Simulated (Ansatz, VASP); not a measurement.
## One calculation of Sn, two programs

```
Sn
1.0
    -1.68803    1.68803    2.38687
     1.68803   -1.68803    2.38687
     1.68803    1.68803   -2.38687
Sn
1
Direct
  0.00000 0.00000 0.00000
```

Alike in both runs: task single point; functional PBE; dispersion D3(BJ); k mesh 20 × 20 × 20; occupations gaussian, width 0.15 eV; no spin polarisation.

|  | VASP | Ansatz |
| --- | --- | --- |
| version | VASP 6.6.1 | Ansatz 0.2.0 |
| potentials or method | VASP PAW PBE potentials, release 64 (Sn_d), cutoff 520 eV | scalar-relativistic, plane waves, PAW |
| valence electrons in the cell | 14 | 14 |

|  | VASP | Ansatz | Ansatz less VASP |
| --- | --- | --- | --- |
| gap on the k mesh at the Fermi level (eV) | none | none | - |
| pressure (GPa) | -0.8 | -0.8 | 0.00 |

A gap of «none» marks a metal or a gap that the smearing closes.
